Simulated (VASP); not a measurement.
## Mg: single point with PBE

Crystal: Mg.

```
CELL_PARAMETERS angstrom
0.00000 2.26014 2.26014
2.26014 0.00000 2.26014
2.26014 2.26014 0.00000
ATOMIC_POSITIONS crystal
Mg 0.00000 0.00000 0.00000
```

```json
{
  "Program": "VASP 6.6.1",
  "Task": "single point",
  "Functional": "PBE",
  "Potentials or basis": "VASP PAW PBE potentials, release 64 (Mg)",
  "Cutoff": "520 eV",
  "k mesh": "16 × 16 × 16",
  "Occupations": "gaussian, width 0.1 eV",
  "Spin": "no spin polarisation"
}
```

| Quantity | Value |
| --- | --- |
| Pressure | -0.1 GPa |
| Band gap on the k mesh | zero (band 1 reaches 4.03 eV, above the bottom of band 2 at 1.31 eV) |

Levels at points of the mesh, in eV from the Fermi level:
| k point | band 1 | band 2 | band 3 | band 4 |
| --- | --- | --- | --- | --- |
| (0.00, 0.00, 0.00) | -6.89 | 12.33 | 12.33 | 12.33 |
| (0.50, 0.00, 0.00) | -1.68 | -1.28 | 11.25 | 11.25 |
| (0.50, 0.50, 0.00) | -0.21 | 0.80 | 6.09 | 6.93 |

It took 22 s on 1 thread of AMD EPYC 7R43 64-Core Processor (Zen 3), on a shared host, peak memory 0.12 GiB.
